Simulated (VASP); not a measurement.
Wanted: the native input for a VASP 6.6.1 run.

```
Task                   : relaxation of shape and atoms at fixed volume
Functional             : PBE
Potentials or basis    : VASP PAW PBE potentials, release 64 (Zn, O)
Cutoff                 : 600 eV
k mesh                 : 12 × 12 × 4
Occupations            : gaussian, width 0.02 eV
Spin                   : no spin polarisation
Dipole correction      : no
Further INCAR settings : ALGO = Normal; EDIFF = 1e-06; IBRION = 2; EDIFFG = -0.01; NSW = 50; ISIF = 4
```

The structure of ZnO lies in POSCAR:

```
ZnO
1.0
    3.2446564663     -0.0000000029      0.0000000000
   -1.6223282307      2.8099549279      0.0000000000
    0.0000000000      0.0000000000      7.5755209747
Zn O
2 2
Direct
    0.0000000000      0.0000000000      0.7500000000
    0.0000000000      0.0000000000      0.2500000000
    0.3333333333      0.6666666667      0.2500000000
    0.6666666667      0.3333333333      0.7500000000
```

One way to write it, as run:

INCAR

```
SYSTEM = ZnO
ALGO     = Normal         ! electronic algorithm
EDIFF    = 1E-6           ! SCF threshold, eV
EDIFFG   = -0.01          ! ionic threshold
ENCUT    = 600            ! plane-wave cutoff, eV
GGA      = PE             ! functional
IBRION   = 2              ! ionic algorithm
ISIF     = 4              ! what is computed and relaxed
ISMEAR   = 0              ! smearing method
LASPH    = .TRUE.         ! aspherical terms in the spheres
LCHARG   = .FALSE.        ! write CHGCAR
LREAL    = .FALSE.        ! projectors in reciprocal space
LWAVE    = .FALSE.        ! write WAVECAR
NELM     = 80             ! most SCF steps
NSW      = 50             ! ionic steps
PREC     = Accurate       ! precision mode
SIGMA    = 0.02           ! smearing width, eV
```

KPOINTS

```
k-points
0
G
  12 12 4
  0 0 0
```

Potentials or basis: VASP PAW PBE potentials, release 64 (Zn, O).

The run is started by

```sh
$ cat potpaw_PBE.64/Zn/POTCAR potpaw_PBE.64/O/POTCAR > POTCAR
$ mpirun -np 1 vasp_std > vasp.out
```

It gave:

* Energy gained by relaxing: 7.4 meV/atom
* Ionic steps: 3
* Pressure after relaxing: -0.1 GPa
* Band gap on the k mesh: 0.87 eV

Wall time 100 s on 1 thread of AMD EPYC 9R45 96-Core Processor (Zen 5), on a shared host, peak memory 0.24 GiB.
